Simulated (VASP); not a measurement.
Runs of VASP 6.6.1 on Na. The structure is that of space group Im-3m (No. 229), or close to it. The cells are those of the table. 

```tsv
task	cell	cutoff (eV)	smearing	gap on the mesh (eV)	pressure (GPa)	relaxed volume (Å³/atom)
single point	a = 3.511 Å, angles 109.5°, 1 atom	520	gaussian 0.1 eV	none	0.0	-
relaxation of cell and atoms	relaxed from a = 3.668 Å, angles 109.5°, 1 atom	600	gaussian 0.1 eV	none	0.0	(a)
relaxation of cell and atoms	relaxed from a = 3.511 Å, angles 109.5°, 1 atom	600	gaussian 0.1 eV	none	0.0	33.29
single point	a = 3.515 Å, angles 109.5°, 1 atom	520	fermi-dirac 0.15 eV	none	0.0	-
```

Alike in all rows: level LDA; potentials or basis VASP PAW LDA potentials, release 64 (Na_pv); no spin polarisation; k mesh 14 × 14 × 14.

Question: Fill in the values left out.

Answer: (a) 33.15.

A gap of «none» marks levels without a gap at the run's occupations.
